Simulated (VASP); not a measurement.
Write the native input for VASP 6.6.1 that does the following.

| Property | Result |
| --- | --- |
| Task | single point |
| Functional | PBE |
| Potentials or basis | VASP PAW PBE potentials, release 64 (Al, N) |
| Cutoff | 520 eV |
| k mesh | 9 × 9 × 6 |
| Occupations | gaussian, width 0.02 eV |
| Spin | no spin polarisation |
| Dipole correction | no |
| Further INCAR settings | ALGO = Normal; EDIFF = 1e-06; NBANDS = 16 |

The structure of AlN lies in POSCAR:

```
AlN
1.0
    3.5093191131      0.0355721231     -0.0271262279
   -1.7238531943      3.0569699912      0.0271305342
   -0.0342961410      0.0198071730      4.2115996116
Al N
2 2
Direct
    0.3348192107      0.6651807893      0.7483963664
    0.6651807893      0.3348192107      0.2516036336
    0.3478575418      0.6521424582      0.2528227149
    0.6521424582      0.3478575418      0.7471772851
```

This cell differs from its parent crystal: strained and its atoms moved.

The input as run:

INCAR

```
SYSTEM = AlN
PREC     = Accurate       ! precision mode
ENCUT    = 520            ! plane-wave cutoff, eV
EDIFF    = 1E-6           ! SCF threshold, eV
ISMEAR   = 0              ! smearing method
SIGMA    = 0.02           ! smearing width, eV
LREAL    = .FALSE.        ! projectors in reciprocal space
LASPH    = .TRUE.         ! aspherical terms in the spheres
NELM     = 80             ! most SCF steps
ALGO     = Normal         ! electronic algorithm
ISIF     = 2              ! what is computed and relaxed
LWAVE    = .FALSE.        ! write WAVECAR
LCHARG   = .FALSE.        ! write CHGCAR
GGA      = PE             ! functional
NBANDS   = 16             ! bands
```

KPOINTS

```
Automatic mesh
0
G
  9 9 6
  0 0 0
```

Potentials or basis: VASP PAW PBE potentials, release 64 (Al, N).

Launch:

```console
$ cat potpaw_PBE.64/Al/POTCAR potpaw_PBE.64/N/POTCAR > POTCAR
$ mpirun -np 1 vasp_std > vasp.out
```

Results of the run:

```json
{
 "Pressure": "-19.6 GPa",
 "Largest force": "1.491 eV/Å",
 "Band gap on the k mesh": "2.40 eV"
}
```

Caveat: the cell differs from its parent crystal (strained and its atoms moved); the cell stands under tension; forces of over 1 eV/Å act on the atoms, so gaps and moduli don't describe the material at rest.

Wall time 73 s on 1 thread of Intel(R) Xeon(R) Platinum 8259CL CPU @ 2.50GHz (Skylake/Cascade Lake), with other jobs on the host, peak memory 0.21 GiB.
